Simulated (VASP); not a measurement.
Crystal: CdTe.

```
Cd Te
1.0
     4.53255    0.00000    0.00000
     2.26628    3.92531    0.00000
     2.26628    1.30844    3.70081
Cd Te
1 1
Cartesian
  0.0000 0.0000 0.0000
  2.2663 1.3084 0.9252
```

- Program: VASP 6.6.1
- Task: relaxation of cell and atoms
- Functional: PBEsol
- Potentials or basis: VASP PAW PBE potentials, release 64 (Cd, Te)
- Cutoff: 600 eV
- k mesh: 6 × 6 × 6
- Occupations: gaussian, width 0.01 eV
- Spin: no spin polarisation

At the start: pressure 1.8 GPa; volume 32.92 Å³/atom.

Task: How do energy, volume and symmetry change on relaxing?

Result: Over 3 steps the energy falls by 7.4 meV/atom and the volume is 34.27 Å³/atom (+4.1 %); space group F-43m (No. 216, to 0.05 Å).

The path:
```csv
step,energy change (eV),largest force (eV/Å),pressure (GPa),volume (Å³)
1,0.0000,0.0000,1.83,65.84
2,-0.0132,0.0000,-0.55,69.50
3,-0.0149,0.0000,0.00,68.55
```

Final structure:
```xyz
2
Lattice="4.5937 0.0000 0.0000 2.2969 3.9783 0.0000 2.2969 1.3261 3.7508" Properties=species:S:1:pos:R:3 pbc="T T T"
Cd    0.0000    0.0000    0.0000
Te    2.2969    1.3261    0.9377
```

Caveat: the PAW data sets were made with another functional, which shifts forces and pressure a little.
